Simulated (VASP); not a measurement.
# Te (P3_121) in VASP: notebook

Te is run at these levels: PBE+D3(BJ); tasks: single point, relaxation of shape and atoms at fixed volume, relaxation of cell and atoms.

Everything below comes from runs of VASP 6.6.1. Logs are shortened: lines on timing, memory, paths and dates and some standing lists are left out, and cuts for length are marked.

## (1) The cell of the first run

It takes space group P3_121 (No. 152, trigonal). Conventional cell: a = 4.254 Å, b = 4.254 Å, c = 5.963 Å, α = 90.00°, β = 90.00°, γ = 120.00°. Te (site symmetry 2) has 6 Te at 2.92 to 3.30 Å within 3.8 Å.

## (2) Single point, PBE+D3(BJ) (31.14 Å³/atom)

The input, INCAR:

```
SYSTEM = Te
  PREC = Accurate
  ENCUT = 520
  EDIFF = 1E-6
  ISMEAR = 0
  SIGMA = 0.1
  LREAL = .False.
  LASPH = .True.
  NELM = 60
  ALGO = Normal
  ISIF = 2
  LWAVE = .False.
  LCHARG = .False.
  GGA = PE
  IVDW = 12
  NBANDS = 16
```

The input, KPOINTS:

```
Automatic mesh
0
Gamma
  12 12 8
  0 0 0
```

The input, POSCAR:

```
Te
1.0
    4.2536008038      0.0000000000      0.0000000000
   -2.1268004019      3.6837263536      0.0000000000
    0.0000000000      0.0000000000      5.9628243714
Te
3
Direct
    0.2896675605      0.0000000000      0.3333333333
    0.0000000000      0.2896675605      0.6666666667
    0.7103324395      0.7103324395      0.0000000000
```

Potentials or basis: VASP PAW PBE potentials, release 64 (Te).

On the command line:

```bash
> cat potpaw_PBE.64/Te/POTCAR > POTCAR
> mpirun -np 1 vasp_std > vasp.out
```

OUTCAR:

```text
SYSTEM = Te
   PREC = Accurate
   ENCUT = 520
   EDIFF = 1E-6
   ISMEAR = 0
   LREAL = .False.
   LASPH = .True.
   NELM = 60
   ISIF = 2
   GGA = PE
   IVDW = 12
 IVDW          = 12

 ion  position               nearest neighbor table
   1  0.290  0.000  0.333-   3 2.92   2 2.92   3 3.30   3 3.30   2 3.30   2 3.30
   2  0.000  0.290  0.667-   3 2.92   1 2.92   3 3.30   3 3.30   1 3.30   1 3.30
   3  0.710  0.710  0.000-   2 2.92   1 2.92   1 3.30   2 3.30   2 3.30   1 3.30

  LATTYP: Found a hexagonal cell.
 ALAT       =     4.2536008038
 C/A-ratio  =     1.4018298017

  Lattice vectors:

 A1 = (   4.2536008038,   0.0000000000,   0.0000000000)
 A2 = (  -2.1268004019,   3.6837263536,   0.0000000000)
 A3 = (   0.0000000000,   0.0000000000,   5.9628243714)

Analysis of symmetry for initial positions (statically):
=====================================================================
 Subroutine PRICEL returns:
 Original cell was already a primitive cell.

 Routine SETGRP: Setting up the symmetry group for a
 hexagonal supercell.

 Subroutine GETGRP returns: Found  6 space group operations
 (whereof  2 operations were pure point group operations)
 out of a pool of 24 trial point group operations.

The static configuration has the point symmetry C_2 .
 The point group associated with its full space group is D_3 .

Analysis of symmetry for dynamics (positions and initial velocities):
=====================================================================
 Subroutine PRICEL returns:
 Original cell was already a primitive cell.

 Routine SETGRP: Setting up the symmetry group for a
 hexagonal supercell.

 Subroutine GETGRP returns: Found  6 space group operations
 (whereof  2 operations were pure point group operations)
 out of a pool of 24 trial point group operations.

The dynamic configuration has the point symmetry C_2 .
 The point group associated with its full space group is D_3 .

 Subroutine INISYM returns: Found  6 space group operations
 (whereof  2 operations are pure point group operations),
 and found     1 'primitive' translations

----------------------------------------------------------------------------------------

                                     Primitive cell

  volume of cell :      93.4321

  direct lattice vectors                    reciprocal lattice vectors
     4.253600804  0.000000000  0.000000000     0.235094934  0.135732123  0.000000000
    -2.126800402  3.683726354  0.000000000     0.000000000  0.271464247  0.000000000
     0.000000000  0.000000000  5.962824371     0.000000000  0.000000000  0.167705761

  length of vectors
     4.253600804  4.253600804  5.962824371     0.271464247  0.271464247  0.167705761

  position of ions in fractional coordinates (direct lattice)
     0.289667560  0.000000000  0.333333333
     0.000000000  0.289667560  0.666666667
     0.710332440  0.710332440  0.000000000

  ion indices of the primitive-cell ions
   primitive index   ion index
                 1           1
                 2           2
                 3           3

----------------------------------------------------------------------------------------

 KPOINTS: Automatic mesh

Automatic generation of k-mesh.
 Grid dimensions read from file:
 generate k-points for:   12   12    8

 Generating k-lattice:

  Cartesian coordinates                     Fractional coordinates (reciprocal lattice)
     0.019591244  0.011311010  0.000000000     0.083333333  0.000000000  0.000000000
     0.000000000  0.022622021  0.000000000     0.000000000  0.083333333  0.000000000
     0.000000000  0.000000000  0.020963220     0.000000000  0.000000000  0.125000000

  Length of vectors
     0.022622021  0.022622021  0.020963220

  Shift w.r.t. Gamma in fractional coordinates (k-lattice)
     0.000000000  0.000000000  0.000000000

 Subroutine IBZKPT returns following result:
 ===========================================

 Found    131 irreducible k-points:

 Following reciprocal coordinates:
            Coordinates               Weight
  0.000000  0.000000  0.000000      1.000000
[... 46 lines left out ...]
 fundamental gap:      0.1800676844
 Fermi energy:         7.1094564870

 k-point     1 :       0.0000    0.0000    0.0000
  band No.  band energies     occupation
      1      -6.9996      2.00000
      2      -3.5413      2.00000
      3      -3.5413      2.00000
      4       4.1839      2.00000
      5       4.5509      2.00000
      6       4.5509      2.00000
[... 8 lines left out ...]
     15      13.1634      0.00000
     16      13.1634      0.00000

 k-point     2 :       0.0833    0.0000    0.0000
  band No.  band energies     occupation
      1      -6.9401      2.00000
      2      -3.5406      2.00000
      3      -3.5193      2.00000
      4       3.5842      2.00000
      5       4.1008      2.00000
      6       4.2703      2.00000
[... 8 lines left out ...]
     15      13.1068      0.00000
     16      13.2907      0.00000

 k-point     3 :       0.1667   -0.0000    0.0000
  band No.  band energies     occupation
      1      -6.7640      2.00000
      2      -3.5631      2.00000
      3      -3.4543      2.00000
      4       2.7024      2.00000
      5       3.4891      2.00000
      6       3.8694      2.00000
[... 8 lines left out ...]
     15      13.1468      0.00000
     16      13.7193      0.00000

 k-point     4 :       0.2500    0.0000    0.0000
  band No.  band energies     occupation
      1      -6.4804      2.00000
      2      -3.6698      2.00000
      3      -3.3553      2.00000
      4       2.0599      2.00000
      5       2.9202      2.00000
      6       3.4943      2.00000
[... 8 lines left out ...]
     15      13.5326      0.00000
     16      14.3841      0.00000
[... 324 lines left out ...]
 k-point    22 :       0.0000    0.0833    0.1250
  band No.  band energies     occupation
      1      -6.8824      2.00000
      2      -4.2701      2.00000
      3      -2.7603      2.00000
      4       3.6605      2.00000
      5       3.8040      2.00000
      6       4.3002      2.00000
[... 8 lines left out ...]
     15      12.8049      0.00000
     16      13.2929      0.00000

 k-point    23 :       0.1667   -0.0000    0.1250
  band No.  band energies     occupation
      1      -6.7093      2.00000
      2      -4.1690      2.00000
      3      -2.8651      2.00000
      4       2.7665      2.00000
      5       3.8102      2.00000
      6       3.9642      2.00000
[... 8 lines left out ...]
     15      12.8447      0.00000
     16      13.1993      0.00000

 k-point    24 :       0.0000    0.1667    0.1250
  band No.  band energies     occupation
      1      -6.7063      2.00000
      2      -4.2174      2.00000
      3      -2.7786      2.00000
      4       2.7678      2.00000
      5       3.1619      2.00000
      6       3.8773      2.00000
[... 8 lines left out ...]
     15      13.2456      0.00000
     16      13.7794      0.00000

 [... further k-points ...]

------------------------ aborting loop because EDIFF is reached ----------------------------------------

 Edisp (eV)   -1.41407

 E8    (eV) :    -0.6496

  FORCE on cell =-STRESS in cart. coord.  units (eV):
  Direction    XX          YY          ZZ          XY          YZ          ZX
  --------------------------------------------------------------------------------------
  -------------------------------------------------------------------------------------
  Total       0.64428     0.64428     0.71332     0.00000    -0.00000     0.00000
  in kB      11.04806    11.04806    12.23206     0.00000    -0.00000     0.00000
  external pressure =       11.44 kB  Pullay stress =        0.00 kB

 VOLUME and BASIS-vectors are now :
 -----------------------------------------------------------------------------
  energy-cutoff  :      520.00
  volume of cell :       93.43
      direct lattice vectors                 reciprocal lattice vectors
     4.253600804  0.000000000  0.000000000     0.235094934  0.135732123  0.000000000
    -2.126800402  3.683726354  0.000000000     0.000000000  0.271464247  0.000000000
     0.000000000  0.000000000  5.962824371     0.000000000  0.000000000  0.167705761

 POSITION                                       TOTAL-FORCE (eV/Angst)
 -----------------------------------------------------------------------------------
      1.23213      0.00000      1.98761         0.017583     -0.000000      0.000000
     -0.61607      1.06706      3.97522        -0.008791      0.015227      0.000000
      1.51074      2.61667      0.00000        -0.008791     -0.015227     -0.000000
 -----------------------------------------------------------------------------------
    total drift:                                0.000000     -0.000000     -0.000000

  FREE ENERGIE OF THE ION-ELECTRON SYSTEM (eV)
  ---------------------------------------------------
  free  energy   TOTEN  =       -10.7378605182 eV

  energy  without entropy=      -10.7375834662  energy(sigma->0) =      -10.73772199
```

It took 2.3 min on 1 thread of Intel Xeon 6975P-C (Granite Rapids), shared host; peak memory 0.31 GiB.

Results:

| Property | Result |
| --- | --- |
| Free energy | -10.7379 eV |
| Pressure | 1.1 GPa |
| Largest force | 0.018 eV/Å |
| Band gap on the k mesh | zero (filled and empty bands touch) |
| Dispersion energy per atom | -0.471 eV |

Forces on the atoms (eV/Å):
```
Te   0.018  0.000  0.000
Te  -0.009  0.015  0.000
Te  -0.009 -0.015  0.000
```

Caveat: spin-orbit coupling is left out, which moves the levels of the heavy elements.

## (3) Single point, PBE+D3(BJ)

This run uses another cell than the first one, of 32.11 Å³/atom.

The input, INCAR:

```
SYSTEM = Te
PREC = Accurate ; ENCUT = 520
EDIFF = 1E-6 ; ISMEAR = 0
SIGMA = 0.1 ; LREAL = .False.
LASPH = .True. ; NELM = 60
ALGO = Normal ; ISIF = 2
LWAVE = .False. ; LCHARG = .True.
GGA = PE ; IVDW = 12
LELF = .True. ; LVHAR = .True.
NBANDS = 16
```

KPOINTS is that of step 2.

The input, POSCAR:

```
Te
1.0
    4.3165953890      0.0000000000      0.0000000000
   -2.1582976945      3.7382812647      0.0000000000
    0.0000000000      0.0000000000      5.9691302748
Te
3
Direct
    0.2847541133      0.0000000000      0.3333333333
    0.0000000000      0.2847541133      0.6666666667
    0.7152458867      0.7152458867      0.0000000000
```

Potentials or basis: VASP PAW PBE potentials, release 64 (Te).

On the command line:

```bash
> cat potpaw_PBE.64/Te/POTCAR > POTCAR
> mpirun -np 1 vasp_std > vasp.out
```

Run time: 2.8 min. Hardware: 1 thread of Intel Xeon 6975P-C (Granite Rapids), shared host; peak memory 0.32 GiB.

It converged, with:

```
Free energy                : -10.7463 eV
Pressure                   : 0.0 GPa
Largest force              : 0.012 eV/Å
Band gap on the k mesh     : 0.02 eV
Dispersion energy per atom : -0.457 eV
```

Forces on the atoms (eV/Å):
```
Te   0.012  0.000  0.000
Te  -0.006  0.010  0.000
Te  -0.006 -0.010  0.000
```

Levels at points of the mesh, in eV from the valence-band top:
| k point | band 5 | band 6 | band 7 | band 8 | band 9 | band 10 | band 11 | band 12 | band 13 | band 14 |
| --- | --- | --- | --- | --- | --- | --- | --- | --- | --- | --- |
| (0.00, 0.00, 0.00) | -2.58 | -2.58 | -1.77 | -1.77 | -1.14 | 0.99 | 0.99 | 1.69 | 4.87 | 4.87 |
| (0.50, 0.00, 0.00) | -4.64 | -4.00 | -3.88 | -0.84 | -0.72 | 0.57 | 0.58 | 2.50 | 3.76 | 7.80 |
| (0.00, 0.00, 0.50) | -2.66 | -2.66 | -1.27 | -0.85 | -0.85 | 0.25 | 0.34 | 0.34 | 3.69 | 5.09 |
| (0.50, 0.00, 0.50) | -3.67 | -3.65 | -2.76 | -2.50 | -0.32 | 0.36 | 2.01 | 2.66 | 4.27 | 4.73 |

Caveat: the smearing spreads over this small gap; spin-orbit coupling is left out, which moves the levels of the heavy elements. A k mesh can miss the band edges.

## (4) Relaxation of shape and atoms at fixed volume, PBE+D3(BJ) (31.14 Å³/atom)

The input, INCAR:

```
PREC = Accurate
ENCUT = 600
EDIFF = 1E-7
ISMEAR = 0
SIGMA = 0.1
LREAL = F
LASPH = T
NELM = 100
ALGO = Normal
ISIF = 4
LWAVE = F
LCHARG = F
GGA = PE
IVDW = 12
IBRION = 2
NSW = 50
EDIFFG = -0.01
```

The input, KPOINTS:

```
Automatic mesh
0
Gamma
  12 12 8
```

The input, POSCAR:

```
Te
1.0
    4.2729904341      0.0000000000      0.0000000000
   -2.1364952170      3.7005182661      0.0000000000
    0.0000000000      0.0000000000      5.9088319071
Te
3
Direct
    0.2847541133      0.0000000000      0.3333333333
    0.0000000000      0.2847541133      0.6666666667
    0.7152458867      0.7152458867      0.0000000000
```

On the command line:

```bash
> cat potpaw_PBE.64/Te/POTCAR > POTCAR
> mpirun -np 1 vasp_std > vasp.out
```

Run time: 8.8 min. Hardware: 1 thread of Intel Xeon 6975P-C (Granite Rapids), shared host; peak memory 0.36 GiB.

Results (log left out):

```yaml
Free_energy: -10.7380 eV
Energy_gained_by_relaxing: 2.3 meV/atom
Ionic_steps: 6
Pressure_after_relaxing: 1.1 GPa
Band_gap_on_the_k_mesh: zero (filled and empty bands touch)
Dispersion_energy_per_atom: -0.471 eV
```

Step by step:
| step | energy change (eV) | largest force (eV/Å) | pressure (GPa) | volume (Å³) |
| --- | --- | --- | --- | --- |
| 1 | 0.0000 | 0.1309 | 1.76 | 93.43 |
| 2 | -0.0038 | 0.0917 | 1.51 | 93.43 |
| 3 | -0.0066 | 0.0139 | 1.00 | 93.43 |
| 4 | -0.0066 | 0.0236 | 1.07 | 93.43 |
| 5 | -0.0068 | 0.0162 | 1.06 | 93.43 |
| 6 | -0.0070 | 0.0020 | 1.05 | 93.43 |

Final structure:
```yaml
crystal:
  lattice:
    - [4.25050, 0.00000, 0.00000]
    - [-2.12525, 3.68104, 0.00000]
    - [0.00000, 0.00000, 5.97153]
  atoms:
    - { symbol: Te, position: [0.29045, 0.00000, 0.33333] }
    - { symbol: Te, position: [0.00000, 0.29045, 0.66667] }
    - { symbol: Te, position: [0.70955, 0.70955, 0.00000] }
```

Levels at points of the mesh, in eV from the Fermi level:
```
           k point  band 5  band 6  band 7  band 8  band 9  band 10  band 11  band 12  band 13
(0.00, 0.00, 0.00)   -2.54   -2.54   -1.83   -1.83   -1.28     1.01     1.01     1.76     4.78
(0.50, 0.00, 0.00)   -4.80   -4.26   -4.03   -0.79   -0.69     0.46     0.48     2.29     3.80
(0.00, 0.00, 0.50)   -2.68   -2.68   -1.24   -0.79   -0.79     0.16     0.32     0.32     3.53
(0.50, 0.00, 0.50)   -3.73   -3.70   -2.91   -2.68   -0.40     0.18     2.06     2.72     4.12
```

Caveat: spin-orbit coupling is left out, which moves the levels of the heavy elements.

## (5) Relaxation of cell and atoms, PBE+D3(BJ)

This run uses another cell than the first one, of 32.14 Å³/atom.

The input, INCAR:

```
SYSTEM = Te
PREC     = Accurate       ! precision mode
ENCUT    = 600            ! plane-wave cutoff, eV
EDIFF    = 1E-7           ! SCF threshold, eV
ISMEAR   = 0              ! smearing method
SIGMA    = 0.1            ! smearing width, eV
LREAL    = .False.        ! projectors in reciprocal space
LASPH    = .True.         ! aspherical terms in the spheres
NELM     = 60             ! most SCF steps
ALGO     = Normal         ! electronic algorithm
ISIF     = 3              ! what is computed and relaxed
LWAVE    = .False.        ! write WAVECAR
LCHARG   = .False.        ! write CHGCAR
GGA      = PE             ! functional
IVDW     = 12             ! dispersion correction
IBRION   = 2              ! ionic algorithm
NSW      = 100            ! ionic steps
EDIFFG   = -0.005         ! ionic threshold
```

The input, KPOINTS:

```
Automatic mesh
0
Gamma
  12 12 8
  0 0 0
```

The input, POSCAR:

```
Te
1.0
    4.3195876489      0.0000000000      0.0000000000
   -2.1597938244      3.7408726378      0.0000000000
    0.0000000000      0.0000000000      5.9664055653
Te
3
Direct
    0.2844574700      0.0000000000      0.3333333333
    0.0000000000      0.2844574700      0.6666666667
    0.7155425300      0.7155425300      0.0000000000
```

On the command line:

```bash
> cat potpaw_PBE.64/Te/POTCAR > POTCAR
> mpirun -np 1 vasp_std > vasp.out
```

Run time: 9 min. Hardware: 1 thread of Intel Xeon 6975P-C (Granite Rapids), shared host; peak memory 0.38 GiB.

It converged, with:

```yaml
Free_energy: -10.7464 eV
Relaxed_volume: 32.03 Å³/atom
Relaxed_cell: a = 4.309 Å, b = 4.309 Å, c = 5.975 Å, α = 90.00°, β = 90.00°, γ = 120.00°
Space_group_after_relaxing_to_0.1_Å: P3_121 (No. 152)
Energy_gained_by_relaxing: 0.1 meV/atom
Ionic_steps: 7
Pressure_after_relaxing: 0.0 GPa
Band_gap_on_the_k_mesh: 0.01 eV
Dispersion_energy_per_atom: -0.458 eV
```

Step by step:
```csv
step,energy change (eV),largest force (eV/Å),pressure (GPa),volume (Å³)
1,0.0000,0.0145,-0.03,96.41
2,-0.0001,0.0140,-0.01,96.33
3,-0.0001,0.0126,0.06,96.09
4,-0.0002,0.0069,0.01,96.13
5,-0.0002,0.0041,-0.01,96.15
6,-0.0002,0.0033,-0.01,96.13
7,-0.0002,0.0010,0.00,96.09
```

Final structure:
```cif
data_structure
_symmetry_space_group_name_H-M 'P 1'
_symmetry_Int_Tables_number 1
_cell_length_a 4.3091
_cell_length_b 4.3091
_cell_length_c 5.9754
_cell_angle_alpha 90.000
_cell_angle_beta 90.000
_cell_angle_gamma 120.000
_cell_volume 96.09
loop_
_atom_site_label
_atom_site_type_symbol
_atom_site_fract_x
_atom_site_fract_y
_atom_site_fract_z
_atom_site_occupancy
Te1 Te 0.28567 0.00000 0.33333 1
Te2 Te 0.00000 0.28567 0.66667 1
Te3 Te 0.71433 0.71433 0.00000 1
```

Levels at points of the mesh, in eV from the valence-band top:
```tsv
k point	band 6	band 7	band 8	band 9	band 10	band 11	band 12	band 13
(0.00, 0.00, 0.00)	-2.57	-1.77	-1.77	-1.15	1.00	1.00	1.70	4.86
(0.50, 0.00, 0.00)	-4.03	-3.88	-0.82	-0.71	0.56	0.57	2.48	3.75
(0.00, 0.00, 0.50)	-2.65	-1.26	-0.83	-0.83	0.24	0.34	0.34	3.68
(0.50, 0.00, 0.50)	-3.64	-2.77	-2.51	-0.33	0.34	2.02	2.66	4.26
```

Caveat: the smearing spreads over this small gap; spin-orbit coupling is left out, which moves the levels of the heavy elements. A k mesh can miss the band edges.

## (6) Summary

| task | cell | cutoff (eV) | gap on the mesh (eV) | pressure (GPa) | largest force (eV/Å) |
| --- | --- | --- | --- | --- | --- |
| single point | a = 4.254, b = 4.254, c = 5.963 Å, angles 90.0, 90.0, 120.0°, 3 atoms, atomic positions A | 520 | none | 1.1 | 0.02 |
| single point | a = 4.317, b = 4.317, c = 5.969 Å, angles 90.0, 90.0, 120.0°, 3 atoms, atomic positions B | 520 | 0.02 | 0.0 | 0.01 |
| relaxation of shape and atoms at fixed volume | relaxed from a = 4.273, b = 4.273, c = 5.909 Å, angles 90.0, 90.0, 120.0°, 3 atoms, atomic positions B | 600 | none | 1.1 | - |
| relaxation of cell and atoms | relaxed from a = 4.320, b = 4.320, c = 5.966 Å, angles 90.0, 90.0, 120.0°, 3 atoms, atomic positions C | 600 | 0.01 | 0.0 | - |

Alike in all rows: level PBE+D3(BJ); potentials or basis VASP PAW PBE potentials, release 64 (Te); no spin polarisation; k mesh 12 × 12 × 8; smearing gaussian 0.1 eV.

Caveats: spin-orbit coupling is left out, which moves the levels of the heavy elements; the smearing spreads over this small gap (at least some runs).

Absolute energies hang on the potentials; compare differences alone.

The gap in the log of VASP goes by the Fermi energy; the results here count the filled bands.